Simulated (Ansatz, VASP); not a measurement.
## One calculation of GaAs, two programs

```
CELL_PARAMETERS angstrom
4.24976 0.00000 0.00000
-2.12488 3.68040 0.00000
0.00000 0.00000 5.77324
ATOMIC_POSITIONS crystal
Ga 0.33333 0.66667 0.25000
Ga 0.66667 0.33333 0.75000
As 0.66667 0.33333 0.25000
As 0.33333 0.66667 0.75000
```

Alike in both runs: task single point; functional PBEsol; k mesh 6 × 6 × 4; occupations fermi-dirac, width 0.02 eV; no spin polarisation.

|  | VASP | Ansatz |
| --- | --- | --- |
| version | VASP 6.6.1 | Ansatz 0.2.0 |
| potentials or method | VASP PAW PBE potentials, release 64 (Ga_d, As) | plane waves |
| plane-wave cutoff (eV) | 520 | 420 |
| valence electrons in the cell | 36 | 56 |

Ansatz gave:

* pressure (GPa): -0.6
* traceless stress, the component that is largest in VASP (GPa): -1.32

Problem. Which values does VASP return?

Solution. Pressure (GPa): -0.5; traceless stress, the component that is largest in VASP (GPa): -1.32.

VASP's potentials were made for PBE, not for PBEsol. VASP's potentials hold 36 valence electrons a cell and Ansatz's 56, so a difference there can come from the potentials and not from the codes.
